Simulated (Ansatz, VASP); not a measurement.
Two plane-wave programs on IrO

```xyz
2
Lattice="0.0000 2.4989 2.4989 2.4989 0.0000 2.4989 2.4989 2.4989 0.0000" Properties=species:S:1:pos:R:3 pbc="T T T"
Ir    0.0000    0.0000    0.0000
O     1.2495    1.2495    1.2495
```

Alike in both runs: task single point; functional r2SCAN; k mesh 16 × 16 × 16; occupations gaussian, width 0.1 eV; collinear spin.

|  | VASP | Ansatz |
| --- | --- | --- |
| version | VASP 6.6.1 | Ansatz 0.2.0 |
| potentials or method | VASP PAW PBE potentials, release 64 (Ir, O), cutoff 520 eV | scalar-relativistic, plane waves, PAW |
| valence electrons in the cell | 15 | 23 |

|  | VASP | Ansatz | Ansatz less VASP |
| --- | --- | --- | --- |
| gap on the k mesh at the Fermi level (eV) | none | none | - |
| pressure (GPa) | -21.3 | -20.0 | +1.28 |
| net moment per atom (μB) | 0.00 | 0.63 | +0.631 |
| size of the moment on the site where the two differ most (μB) | 0.00 | 0.87 | +0.872 |

The net moments are unlike, so the other rows may belong to different states. VASP's potentials were made for PBE, not for r2SCAN. Site moments also hang on the region over which each program counts them. A gap of «none» marks a metal or a gap that the smearing closes. VASP's potentials hold 15 valence electrons a cell and Ansatz's 23, so a difference there can come from the potentials and not from the codes. Ansatz's warnings: stability check not made.

Neither program's run includes spin-orbit coupling.
